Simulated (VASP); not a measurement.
A run of VASP 6.6.1 is set up as follows.

File INCAR:

```
SYSTEM = Sc3Te
PREC = Accurate
ENCUT = 520
EDIFF = 1E-6
ISMEAR = -1
SIGMA = 0.05
LREAL = .FALSE.
LASPH = .TRUE.
NELM = 100
ALGO = Fast
ISIF = 2
LWAVE = .FALSE.
LCHARG = .TRUE.
GGA = PE
LELF = .TRUE.
LVHAR = .TRUE.
NBANDS = 49
```

KPOINTS

```
Automatic mesh
0
G
  5 5 5
  0 0 0
```

POSCAR

```
Sc3Te
1.0
    6.3617000817      0.0000000000      0.0000000000
   -3.1808500409      5.5093938820      0.0000000000
    0.0000000000      0.0000000000      5.1043630000
Te Sc
2 6
Direct
    0.3333333333      0.6666666667      0.7500000000
    0.6666666667      0.3333333333      0.2500000000
    0.1671465050      0.3342930100      0.2500000000
    0.1671465050      0.8328534950      0.2500000000
    0.6657069900      0.8328534950      0.2500000000
    0.8328534950      0.6657069900      0.7500000000
    0.8328534950      0.1671465050      0.7500000000
    0.3342930100      0.1671465050      0.7500000000
```

Potentials or basis: VASP PAW PBE potentials, release 64 (Te, Sc_sv).

The run is started by

```console
$ cat potpaw_PBE.64/Te/POTCAR potpaw_PBE.64/Sc_sv/POTCAR > POTCAR
$ mpirun -np 1 vasp_std > vasp.out
```

Q: What does it give for the pressure?

A: 0.3 GPa.

Q: Estimate the largest force.

A: 0.031 eV/Å.

Forces in eV/Å, atoms in the order of the input:
```
Te   0.000  0.000  0.000
Te   0.000  0.000  0.000
Sc   0.000 -0.031  0.000
Sc  -0.027  0.016  0.000
Sc   0.027  0.016  0.000
Sc   0.000  0.031  0.000
Sc   0.027 -0.016  0.000
Sc  -0.027 -0.016  0.000
```
